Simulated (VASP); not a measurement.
# Cu (Fm-3m) in VASP: notebook, part 2 of 2

VASP 6.6.1. Earlier steps stand in the parts before.

## 3. Single point, PBE

This run uses another cell than the first one: it holds 1 atom, not 2.

Input file INCAR:

```
SYSTEM = Cu
  PREC = Accurate
  ENCUT = 520
  EDIFF = 1E-7
  ISMEAR = 0
  SIGMA = 0.15
  LREAL = .FALSE.
  LASPH = .TRUE.
  NELM = 80
  ALGO = Normal
  ISIF = 2
  LWAVE = .FALSE.
  LCHARG = .FALSE.
  GGA = PE
  NBANDS = 12
```

Input file KPOINTS:

```
Automatic mesh
0
G
  22 22 22
  0 0 0
```

Input file POSCAR:

```
Cu
1.0
    0.0000000000      1.8075000000      1.8075000000
    1.8075000000      0.0000000000      1.8075000000
    1.8075000000      1.8075000000      0.0000000000
Cu
1
Direct
    0.0000000000      0.0000000000      0.0000000000
```

Potentials or basis: VASP PAW PBE potentials, release 64 (Cu).

The run is started by

```bash
$ cat potpaw_PBE.64/Cu/POTCAR > POTCAR
$ mpirun -np 1 vasp_std > vasp.out
```

OUTCAR:

```text
SYSTEM = Cu
   PREC = Accurate
   ENCUT = 520
   EDIFF = 1E-7
   ISMEAR = 0
   LREAL = .FALSE.
   LASPH = .TRUE.
   NELM = 80
   ISIF = 2
   GGA = PE

 ion  position               nearest neighbor table
   1  0.000  0.000  0.000-

  LATTYP: Found a face centered cubic cell.
 ALAT       =     3.6150000000

  Lattice vectors:

 A1 = (   0.0000000000,   1.8075000000,   1.8075000000)
 A2 = (   1.8075000000,   0.0000000000,   1.8075000000)
 A3 = (   1.8075000000,   1.8075000000,   0.0000000000)

Analysis of symmetry for initial positions (statically):
=====================================================================
 Subroutine PRICEL returns:
 Original cell was already a primitive cell.

 Routine SETGRP: Setting up the symmetry group for a
 face centered cubic supercell.

 Subroutine GETGRP returns: Found 48 space group operations
 (whereof 48 operations were pure point group operations)
 out of a pool of 48 trial point group operations.

The static configuration has the point symmetry O_h .

Analysis of symmetry for dynamics (positions and initial velocities):
=====================================================================
 Subroutine PRICEL returns:
[... 160 lines left out ...]
 Fermi energy:         7.5834703466

 k-point     1 :       0.0000    0.0000    0.0000
  band No.  band energies     occupation
      1      -1.7657      2.00000
      2       4.5589      2.00000
      3       4.5589      2.00000
      4       4.5589      2.00000
      5       5.3809      2.00000
      6       5.3809      2.00000
      7      30.1797      0.00000
      8      32.8240      0.00000
      9      32.8240      0.00000
     10      32.8240      0.00000
     11      35.3158      0.00000
     12      35.3158      0.00000
[... 331 lines left out ...]
 k-point    24 :      -0.4545    0.0455    0.0000
  band No.  band energies     occupation
      1       2.5323      2.00000
      2       4.5063      2.00000
      3       4.5514      2.00000
      4       5.6354      2.00000
      5       5.9203      2.00000
      6       6.7914      2.00000
      7      11.6229      0.00000
      8      27.8267      0.00000
      9      29.1478      0.00000
     10      29.4322      0.00000
     11      33.0630      0.00000
     12      33.8149      0.00000

 [... further k-points ...]
[... 5 lines left out ...]
  --------------------------------------------------------------------------------------
  -------------------------------------------------------------------------------------
  Total        0.1694758      0.1694758      0.1694758     -0.0000000     -0.0000000     -0.0000000
  in kB       22.9907636     22.9907636     22.9907636     -0.0000000     -0.0000000     -0.0000000
  external PRESSURE =      22.9907636 kB  Pullay stress =       0.0000000 kB

 VOLUME and BASIS-vectors are now :
 -----------------------------------------------------------------------------
  energy-cutoff  :      520.00
  volume of cell :       11.81
      direct lattice vectors                 reciprocal lattice vectors
     0.000000000  1.807500000  1.807500000    -0.276625173  0.276625173  0.276625173
     1.807500000  0.000000000  1.807500000     0.276625173 -0.276625173  0.276625173
     1.807500000  1.807500000  0.000000000     0.276625173  0.276625173 -0.276625173

 POSITION                                       TOTAL-FORCE (eV/Angst)
 -----------------------------------------------------------------------------------
      0.00000      0.00000      0.00000         0.000000      0.000000      0.000000
 -----------------------------------------------------------------------------------
    total drift:                               -0.000000     -0.000000     -0.000000

  FREE ENERGIE OF THE ION-ELECTRON SYSTEM (eV)
  ---------------------------------------------------
  free  energy   TOTEN  =        -3.7290567305 eV

  energy  without entropy=       -3.7263059007  energy(sigma->0) =       -3.72768132
```

OSZICAR:

```text
N       E                     dE             d eps       ncg     rms          rms(c)
DAV:   1     0.420973907307E+02    0.42097E+02   -0.54268E+03  8756   0.153E+03
DAV:   2    -0.331539537321E+01   -0.45413E+02   -0.42110E+02  8064   0.205E+02
DAV:   3    -0.462383119723E+01   -0.13084E+01   -0.13019E+01  9272   0.397E+01
DAV:   4    -0.463212887106E+01   -0.82977E-02   -0.82961E-02  8904   0.278E+00
DAV:   5    -0.463220605525E+01   -0.77184E-04   -0.77184E-04  9428   0.272E-01    0.768E+00
DAV:   6    -0.411008581419E+01    0.52212E+00   -0.14510E+01  9420   0.721E+01    0.393E+00
DAV:   7    -0.374156293203E+01    0.36852E+00   -0.22945E+00  9400   0.286E+01    0.581E-01
DAV:   8    -0.373064036298E+01    0.10923E-01   -0.44727E-03  9124   0.968E-01    0.301E-01
DAV:   9    -0.372905595725E+01    0.15844E-02   -0.97712E-03  9800   0.172E+00    0.301E-02
DAV:  10    -0.372905773990E+01   -0.17826E-05   -0.40153E-05 11700   0.104E-01    0.845E-03
DAV:  11    -0.372905666170E+01    0.10782E-05   -0.94747E-07  9760   0.175E-02    0.287E-04
DAV:  12    -0.372905673046E+01   -0.68761E-07   -0.11265E-08  5452   0.130E-03
   1 F= -.37290567E+01 E0= -.37276813E+01  d E =-.275083E-02
```

Run time: 79 s. Hardware: 1 thread of AMD EPYC 7R13, shared host; peak memory 0.13 GiB.

Results:

```yaml
Free_energy: -3.7291 eV
Pressure: 2.3 GPa
```

Levels at points of the mesh, in eV from the Fermi level:
```csv
k point,band 2,band 3,band 4,band 5,band 6,band 7,band 8,band 9,band 10,band 11
"(0.00, 0.00, 0.00)",-3.02,-3.02,-3.02,-2.20,-2.20,22.60,25.24,25.24,25.24,27.73
"(0.50, 0.00, 0.00)",-3.06,-3.06,-1.63,-1.63,-1.00,3.76,21.09,22.07,22.07,25.08
"(0.50, 0.50, 0.00)",-4.42,-1.65,-1.49,-1.49,1.50,7.12,13.08,13.08,17.58,20.26
```

## 4. Single point, PBE

This run uses another cell than the first one: it holds 1 atom, not 2.

Input file INCAR:

```
PREC = Accurate
ENCUT = 520
EDIFF = 1E-7
ISMEAR = 0
SIGMA = 0.15
LREAL = F
LASPH = T
NELM = 100
ALGO = Normal
ISIF = 2
LWAVE = F
LCHARG = T
GGA = PE
LELF = T
LVHAR = T
NBANDS = 12
```

Input file KPOINTS:

```
Automatic mesh
0
Gamma
  24 24 24
```

POSCAR is that of step 3.

The run is started by

```bash
$ cat potpaw_PBE.64/Cu/POTCAR > POTCAR
$ mpirun -np 1 vasp_std > vasp.out
```

Wall time 2 min (1 thread of AMD EPYC 7R13, shared host); peak memory 0.14 GiB.

It converged, with:

```yaml
Free_energy: -3.7289 eV
Pressure: 2.3 GPa
```

Levels at points of the mesh, in eV from the Fermi level:
```csv
k point,band 3,band 4,band 5,band 6,band 7,band 8,band 9,band 10
"(0.00, 0.00, 0.00)",-3.04,-3.04,-2.22,-2.22,22.58,25.22,25.22,25.22
"(0.50, 0.00, 0.00)",-3.08,-1.65,-1.65,-1.02,3.74,21.07,22.06,22.06
"(0.50, 0.50, 0.00)",-1.67,-1.51,-1.51,1.48,7.10,13.07,13.07,17.56
```

## 5. Single point, PBE

Input file INCAR:

```
PREC     = Accurate       # precision mode
ENCUT    = 700            # plane-wave cutoff, eV
EDIFF    = 1E-6           # SCF threshold, eV
ISMEAR   = 0              # smearing method
SIGMA    = 0.15           # smearing width, eV
LREAL    = F              # projectors in reciprocal space
LASPH    = T              # aspherical terms in the spheres
NELM     = 120            # most SCF steps
ALGO     = Normal         # electronic algorithm
ISIF     = 2              # what is computed and relaxed
LWAVE    = F              # write WAVECAR
LCHARG   = F              # write CHGCAR
GGA      = PE             # functional
NBANDS   = 26             # bands
GGA_COMPAT= F
```

Input file KPOINTS:

```
regular mesh
0
Gamma
  18 18 14
```

Input file POSCAR:

```
Cu
1.0
    0.0000000000     -1.8075000000     -1.8075000000
    0.0000000000      1.8075000000     -1.8075000000
    3.6150000000      0.0000000000      0.0000000000
Cu
2
Direct
    0.5000000000      0.5000000000      0.5000000000
    0.0000000000      0.0000000000      0.0000000000
```

Potentials or basis: VASP PAW PBE potentials, release 64 (Cu_sv_GW).

The run is started by

```bash
$ cat potpaw_PBE.64/Cu_sv_GW/POTCAR > POTCAR
$ mpirun -np 1 vasp_std > vasp.out
```

It took 3.9 min on 1 thread of Intel Xeon Platinum 8375C at 2.90GHz (Ice Lake), shared host; peak memory 0.49 GiB.

Results (log left out):

| Property | Result |
| --- | --- |
| Free energy | -7.5893 eV |
| Pressure | -3.3 GPa |
| Band gap on the k mesh | zero (band 19 reaches 13.76 eV, above the bottom of band 20 at 5.70 eV) |

Levels at points of the mesh, in eV from the Fermi level:
| k point | band 16 | band 17 | band 18 | band 19 | band 20 | band 21 | band 22 | band 23 |
| --- | --- | --- | --- | --- | --- | --- | --- | --- |
| (0.00, 0.00, 0.00) | -2.19 | -1.63 | -1.47 | -1.47 | 1.42 | 7.08 | 13.01 | 13.01 |
| (0.50, 0.00, 0.00) | -2.52 | -2.19 | -2.19 | -0.31 | -0.31 | 9.67 | 9.67 | 10.85 |
| (0.50, 0.50, 0.00) | -1.47 | -1.46 | -1.46 | 1.42 | 1.42 | 7.08 | 7.08 | 13.01 |
| (0.00, 0.00, 0.50) | -2.35 | -2.35 | -2.35 | -1.91 | -1.91 | 17.04 | 17.04 | 17.04 |
| (0.50, 0.00, 0.50) | -1.61 | -1.61 | -1.61 | -1.08 | -1.08 | 3.73 | 3.73 | 21.06 |
| (0.50, 0.50, 0.50) | -2.23 | -1.46 | -1.46 | 6.16 | 6.16 | 6.16 | 6.16 | 8.28 |

## 6. Overview

```csv
potentials or basis,cell,k mesh,cutoff (eV),second run,gap on the mesh (eV),pressure (GPa)
"VASP PAW PBE potentials, release 64 (Cu)","a = 2.556, b = 2.556, c = 3.615 Å, 2 atoms",18 × 18 × 14,520,-,none,2.8
"VASP PAW PBE potentials, release 64 (Cu)","a = 2.556 Å, angles 60.0°, 1 atom",22 × 22 × 22,520,-,none,2.3
"VASP PAW PBE potentials, release 64 (Cu)","a = 2.556 Å, angles 60.0°, 1 atom",24 × 24 × 24,520,-,none,2.3
"VASP PAW PBE potentials, release 64 (Cu_sv_GW)","a = 2.556, b = 2.556, c = 3.615 Å, 2 atoms",18 × 18 × 14,700,valence_matched,none,-3.3
```

Alike in all rows: task single point; level PBE; no spin polarisation; smearing gaussian 0.15 eV.

Absolute energies hang on the potentials; compare differences alone.
